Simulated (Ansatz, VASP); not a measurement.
**One calculation of Au, two programs**

```xyz
1
Lattice="-1.7194 1.5951 1.6573 1.7194 -1.5951 1.6573 1.7194 1.5951 -1.6573" Properties=species:S:1:pos:R:3 pbc="T T T"
Au    0.0000    0.0000    0.0000
```

Change from the starting cell: strain +0.0375 x Voigt [1, -1, 0, 0, 0, 0], atoms carried along.

Alike in both runs: task single point; functional r2SCAN; k mesh 24 × 24 × 24; occupations gaussian, width 0.15 eV; no spin polarisation.

|  | VASP | Ansatz |
| --- | --- | --- |
| version | VASP 6.6.1 | Ansatz 0.2.0 |
| potentials or method | VASP PAW PBE potentials, release 64 (Au), cutoff 520 eV | scalar-relativistic, plane waves, PAW |
| valence electrons in the cell | 11 | 19 |

```csv
,VASP,Ansatz,Ansatz less VASP
gap on the k mesh at the Fermi level (eV),none,none,-
pressure (GPa),-4.3,-4.5,-0.22
"traceless stress, the component that is largest in VASP (GPa)",-0.44,-0.43,+0.011
```

VASP's potentials were made for PBE, not for r2SCAN. A gap of «none» marks a metal or a gap that the smearing closes. VASP's potentials hold 11 valence electrons a cell and Ansatz's 19, so a difference there can come from the potentials and not from the codes.

Neither program's run includes spin-orbit coupling.
